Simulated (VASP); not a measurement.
# As (P6/mmm) in VASP: notebook, part 2 of 3

VASP 6.6.1. The steps go on from the part before.

### Step 4. Single point, RPBE (volume scaled by 0.96)

INCAR reads:

```
SYSTEM = As
PREC = Accurate
ENCUT = 520
EDIFF = 1E-6
ISMEAR = -1
SIGMA = 0.1
LREAL = .False.
LASPH = .True.
NELM = 80
ALGO = Normal
ISIF = 2
LWAVE = .False.
LCHARG = .True.
GGA = RP
LELF = .True.
LVHAR = .True.
NBANDS = 14
```

KPOINTS reads:

```
regular mesh
0
Gamma
  9 9 12
  0 0 0
```

POSCAR reads:

```
As
1.0
    4.8174742715      0.0000000000      0.0000000000
   -2.4087371357      4.1720551012      0.0000000000
    0.0000000000      0.0000000000      2.8091517068
As
3
Direct
    0.0000000000      1.0000000000      0.0000000000
    0.3333333333      0.6666666667      0.5000000000
    0.6666666667      0.3333333333      0.5000000000
```

Potentials or basis: VASP PAW PBE potentials, release 64 (As).

Run with:

```
$ cat potpaw_PBE.64/As/POTCAR > POTCAR
$ mpirun -np 1 vasp_std > vasp.out
```

OUTCAR:

```text
SYSTEM = As
   PREC = Accurate
   ENCUT = 520
   EDIFF = 1E-6
   ISMEAR = -1
   LREAL = .False.
   LASPH = .True.
   NELM = 80
   ISIF = 2
   GGA = RP

 ion  position               nearest neighbor table
   1  0.000  0.000  0.000-
   2  0.333  0.667  0.500-   3 2.78   3 2.78   3 2.78
   3  0.667  0.333  0.500-   2 2.78   2 2.78   2 2.78

  LATTYP: Found a hexagonal cell.
 ALAT       =     4.8174742715
 C/A-ratio  =     0.5831171167

  Lattice vectors:

 A1 = (   4.8174742715,   0.0000000000,   0.0000000000)
 A2 = (  -2.4087371357,   4.1720551012,   0.0000000000)
 A3 = (   0.0000000000,   0.0000000000,   2.8091517068)

Analysis of symmetry for initial positions (statically):
=====================================================================
 Subroutine PRICEL returns:
 Original cell was already a primitive cell.

 Routine SETGRP: Setting up the symmetry group for a
 hexagonal supercell.

 Subroutine GETGRP returns: Found 24 space group operations
 (whereof 24 operations were pure point group operations)
 out of a pool of 24 trial point group operations.

The static configuration has the point symmetry D_6h.

Analysis of symmetry for dynamics (positions and initial velocities):
=====================================================================
 Subroutine PRICEL returns:
 Original cell was already a primitive cell.

 Routine SETGRP: Setting up the symmetry group for a
 hexagonal supercell.

 Subroutine GETGRP returns: Found 24 space group operations
 (whereof 24 operations were pure point group operations)
 out of a pool of 24 trial point group operations.

The dynamic configuration has the point symmetry D_6h.

 Subroutine INISYM returns: Found 24 space group operations
 (whereof 24 operations are pure point group operations),
 and found     1 'primitive' translations

----------------------------------------------------------------------------------------

                                     Primitive cell

  volume of cell :      56.4605

  direct lattice vectors                    reciprocal lattice vectors
     4.817474272  0.000000000  0.000000000     0.207577652  0.119845014  0.000000000
    -2.408737136  4.172055101  0.000000000     0.000000000  0.239690027  0.000000000
     0.000000000  0.000000000  2.809151707     0.000000000  0.000000000  0.355979350

  length of vectors
     4.817474272  4.817474271  2.809151707     0.239690027  0.239690027  0.355979350

  position of ions in fractional coordinates (direct lattice)
     0.000000000  0.000000000  0.000000000
     0.333333333  0.666666667  0.500000000
     0.666666667  0.333333333  0.500000000

  ion indices of the primitive-cell ions
   primitive index   ion index
                 1           1
                 2           2
                 3           3

----------------------------------------------------------------------------------------

 KPOINTS: regular mesh

Automatic generation of k-mesh.
 Grid dimensions read from file:
 generate k-points for:    9    9   12

 Generating k-lattice:

  Cartesian coordinates                     Fractional coordinates (reciprocal lattice)
     0.023064184  0.013316113  0.000000000     0.111111111  0.000000000  0.000000000
     0.000000000  0.026632225  0.000000000     0.000000000  0.111111111  0.000000000
     0.000000000  0.000000000  0.029664946     0.000000000  0.000000000  0.083333333
[... 42 lines left out ...]
   dimension x,y,z NGX =    36 NGY =   36 NGZ =   24
   dimension x,y,z NGXF=    72 NGYF=   72 NGZF=   48
   ions per type =               3
   NGX,Y,Z   is equivalent  to a cutoff of  12.42, 12.42, 14.20 a.u.
   NGXF,Y,Z  is equivalent  to a cutoff of  24.85, 24.85, 28.41 a.u.
 SYSTEM =  As
   PREC   = accura    normal or accurate (medium, high low for compatibility)
   ISTART =      0    job   : 0-new  1-cont  2-samecut
   ICHARG =      2    charge: 1-file 2-atom 10-const
   ISPIN  =      1    spin polarized calculation?
   LNONCOLLINEAR =      F non collinear calculations
   LSORBIT =      F    spin-orbit coupling
   LASPH  =      T    aspherical Exc in radial PAW
   ENCUT  =  520.0 eV  38.22 Ry    6.18 a.u.   8.96  8.96  5.22*2*pi/ulx,y,z
   NELM   =     80;   NELMIN=  2; NELMDL= -5     # of ELM steps
   EDIFF  = 0.1E-05   stopping-criterion for ELM
   LREAL  =      F    real-space projection
   EDIFFG = 0.1E-04   stopping-criterion for IOM
   NSW    =      0    number of steps for IOM
   IBRION =     -1    ionic relax: 0-MD 1-quasi-New 2-CG
   NFREE  =      0    steps in history (QN), initial steepest desc. (CG)
   ISIF   =      2    stress and relaxation
   ISYM   =      2    0-nonsym 1-usesym 2-fastsym
   POTIM  = 0.5000    time-step for ionic-motion
   TEBEG  =    0.0;   TEEND  =   0.0 temperature during run
   PSTRESS=    0.0 pullay stress
   NELECT =      15.0000    total number of electrons
   NUPDOWN=      -1.0000    fix difference up-down
   EMIN   =  10.00;   EMAX   =-10.00  energy-range for DOS
   EFERMI =   0.00;   METHOD = LEGACY
   ISMEAR =    -1;   SIGMA  =   0.10  broadening in eV -4-tet -1-fermi 0-gaus
   EFERMI_NEDOS =   21; number of points for ismear=-14 and -15
   IALGO  =     38    algorithm
   IMIX   =      4    mixing-type and parameters
     AMIX     =   0.40;   BMIX     =  1.00
     AMIX_MAG =   1.60;   BMIX_MAG =  1.00
  volume/ion in A,a.u.               =      18.82       127.00
  Fermi-wavevector in a.u.,A,eV,Ry     =   1.052423  1.988791 15.069736  1.107594
  Thomas-Fermi vector in A             =   2.187505
   LORBIT       =      0    0 simple, 1 ext, 2 COOP (PROOUT), +10 PAW based schemes
   GGA     = RP    functional components
   LHFCALC =     F    Hartree Fock is set to
   AEXX    =    0.0000 exact exchange contribution
   IVDW    =     0    specifies the selected vdW correction
   LEPSILON=     F    determine dielectric tensor
   LRPA    =     F    only Hartree local field effects (RPA)
 non-spin polarized calculation
  energy-cutoff  :      520.00
  volume of cell :       56.46
 maximum number of plane-waves:      1534
 NGX is ok and might be reduce to    36
   NGX = 17   NGY = 17   NGZ = 11

 number of electron      14.9999998 magnetization

 Free energy of the ion-electron system (eV)
  ---------------------------------------------------
  ext. energy  EPLUGINS =         0.00000000
  ---------------------------------------------------
  free energy    TOTEN  =       -11.49853556 eV

  energy without entropy =      -11.44997324  energy(sigma->0) =      -11.47425440

 E-fermi :   6.7157     XC(G=0): -10.7837

 val. band max:        6.7037115004   @ k =   0.3333   0.0000   0.5000
 cond. band min:       6.7312275827   @ k =   0.2222   0.2222   0.5000
 fundamental gap:      0.0275160823
 Fermi energy:         6.7157109734

 k-point     1 :       0.0000    0.0000    0.0000
  band No.  band energies     occupation
      1      -8.5029      2.00000
      2      -3.0542      2.00000
      3      -2.8670      2.00000
      4       1.9561      2.00000
      5       1.9561      2.00000
      6       2.2482      2.00000
      7       2.2482      2.00000
      8       9.2248      0.00000
      9      12.4419      0.00000
     10      12.4419      0.00000
     11      13.3691      0.00000
     12      13.3892      0.00000
     13      13.8548      0.00000
     14      19.1737      0.00000
[... 377 lines left out ...]
      1      -5.8263      2.00000
      2      -5.8263      2.00000
      3      -5.6995      2.00000
      4       3.0557      2.00000
      5       3.5108      2.00000
      6       3.5108      2.00000
      7       9.1180      0.00000
      8       9.1180      0.00000
      9      10.1821      0.00000
     10      10.2301      0.00000
     11      10.6786      0.00000
     12      10.6786      0.00000
     13      14.9353      0.00000
     14      15.0907      0.00000

 [... further k-points ...]

------------------------ aborting loop because EDIFF is reached ----------------------------------------

  FORCE on cell =-STRESS in cart. coord.  units (eV):
  Direction    XX          YY          ZZ          XY          YZ          ZX
  --------------------------------------------------------------------------------------
  -------------------------------------------------------------------------------------
  Total        1.0395641      1.0395641      1.6977147      0.0000000      0.0000000     -0.0000000
  in kB       29.4996736     29.4996736     48.1759901      0.0000000      0.0000000     -0.0000000
  external PRESSURE =      35.7251124 kB  Pullay stress =       0.0000000 kB

 VOLUME and BASIS-vectors are now :
 -----------------------------------------------------------------------------
  energy-cutoff  :      520.00
  volume of cell :       56.46
      direct lattice vectors                 reciprocal lattice vectors
     4.817474272  0.000000000  0.000000000     0.207577652  0.119845014  0.000000000
    -2.408737136  4.172055101  0.000000000     0.000000000  0.239690027  0.000000000
     0.000000000  0.000000000  2.809151707     0.000000000  0.000000000  0.355979350

 POSITION                                       TOTAL-FORCE (eV/Angst)
 -----------------------------------------------------------------------------------
      0.00000      0.00000      0.00000        -0.000000      0.000000     -0.000000
     -0.00000      2.78137      1.40458        -0.000000      0.000000      0.000000
      2.40874      1.39069      1.40458         0.000000     -0.000000     -0.000000
 -----------------------------------------------------------------------------------
    total drift:                               -0.000000      0.000000     -0.000000

  FREE ENERGIE OF THE ION-ELECTRON SYSTEM (eV)
  ---------------------------------------------------
  free  energy   TOTEN  =       -11.4985355567 eV

  energy  without entropy=      -11.4499732352  energy(sigma->0) =      -11.47425440
```

OSZICAR:

```text
N       E                     dE             d eps       ncg     rms          rms(c)
DAV:   1     0.414777844291E+02    0.41478E+02   -0.59210E+03  2352   0.884E+02
DAV:   2    -0.912927671372E+01   -0.50607E+02   -0.47074E+02  3128   0.134E+02
DAV:   3    -0.114997379916E+02   -0.23705E+01   -0.23482E+01  2808   0.286E+01
DAV:   4    -0.115104795154E+02   -0.10742E-01   -0.10738E-01  2784   0.224E+00
DAV:   5    -0.115105030066E+02   -0.23491E-04   -0.23492E-04  2880   0.112E-01    0.352E+00
DAV:   6    -0.115020839558E+02    0.84191E-02   -0.69451E-03  2718   0.473E-01    0.205E+00
DAV:   7    -0.114984420803E+02    0.36419E-02   -0.13975E-02  2682   0.668E-01    0.852E-02
DAV:   8    -0.114985198253E+02   -0.77745E-04   -0.19251E-04  2952   0.989E-02    0.385E-02
DAV:   9    -0.114985354457E+02   -0.15620E-04   -0.21532E-05  2760   0.354E-02    0.350E-03
DAV:  10    -0.114985355567E+02   -0.11105E-06   -0.33276E-07  2106   0.377E-03
   1 F= -.11498536E+02 E0= -.11474254E+02  d E =-.485623E-01
```

stdout:

```text
POSCAR found type information on POSCAR As
 POSCAR found :  1 types and       3 ions
 scaLAPACK will be used
 -----------------------------------------------------------------------------
|                                                                             |
|                                                                             |
|     You enforced a specific xc type in the INCAR file but a different       |
|     I HOPE YOU KNOW WHAT YOU ARE DOING!                                     |
|                                                                             |
 -----------------------------------------------------------------------------

 LDA part: xc-table for (Slater+PW92), standard interpolation
 POSCAR, INCAR and KPOINTS ok, starting setup
 FFT: planning ... GRIDC
 FFT: planning ... GRID_SOFT
 FFT: planning ... GRID
 WAVECAR not read
 entering main loop
```

Run time: 16 s. Hardware: 1 thread of Intel Xeon 6975P-C (Granite Rapids), shared host; peak memory 0.2 GiB.

Results:

* Free energy: -11.4985 eV
* Pressure: 3.6 GPa

Stress tensor (GPa, compression positive):
```
2.95 0.00 0.00
0.00 2.95 0.00
0.00 0.00 4.82
```

Caveat: the cell differs from its parent crystal (volume scaled by 0.96); the PAW data sets were made with another functional, which shifts forces and pressure a little.

### Step 5. Single point, RPBE

This run uses another cell than the first one, of 19.60 Å³/atom, 1.136 times its volume.

INCAR reads:

```
PREC     = Accurate       # precision mode
ENCUT    = 520            # plane-wave cutoff, eV
EDIFF    = 1E-6           # SCF threshold, eV
ISMEAR   = -1             # smearing method
SIGMA    = 0.1            # smearing width, eV
LREAL    = False          # projectors in reciprocal space
LASPH    = True           # aspherical terms in the spheres
NELM     = 80             # most SCF steps
ALGO     = Normal         # electronic algorithm
ISIF     = 2              # what is computed and relaxed
LWAVE    = False          # write WAVECAR
LCHARG   = False          # write CHGCAR
GGA      = RP             # functional
NBANDS   = 14             # bands
```

KPOINTS reads:

```
Automatic mesh
0
Gamma
  9 9 12
```

POSCAR reads:

```
As
1.0
    4.8834752713      0.0000000000      0.0000000000
   -2.4417376356      4.2292136437      0.0000000000
    0.0000000000      0.0000000000      2.8476380195
As
3
Direct
    0.0000000000      1.0000000000      0.0000000000
    0.3333333333      0.6666666667      0.5000000000
    0.6666666667      0.3333333333      0.5000000000
```

Run with:

```
$ cat potpaw_PBE.64/As/POTCAR > POTCAR
$ mpirun -np 1 vasp_std > vasp.out
```

It took 15 s on 1 thread of Intel Xeon 6975P-C (Granite Rapids), shared host; peak memory 0.2 GiB.

The run converged. Its results:

- Free energy: -11.5253 eV
- Pressure: 0.2 GPa

Stress tensor (GPa, compression positive):
```
-0.20  0.00  0.00
 0.00 -0.20  0.00
 0.00  0.00  0.97
```

Levels at points of the mesh, in eV from the Fermi level:
| k point | band 4 | band 5 | band 6 | band 7 | band 8 | band 9 | band 10 | band 11 | band 12 | band 13 |
| --- | --- | --- | --- | --- | --- | --- | --- | --- | --- | --- |
| (0.00, 0.00, 0.00) | -4.51 | -4.51 | -4.23 | -4.23 | 2.43 | 5.43 | 5.43 | 6.31 | 6.32 | 7.11 |
| (0.00, 0.00, 0.50) | -4.16 | -3.29 | -2.45 | -2.21 | -2.21 | -0.46 | -0.46 | 0.67 | 0.67 | 4.07 |

Caveat: the PAW data sets were made with another functional, which shifts forces and pressure a little.

(Continued in part 3 of 3.)
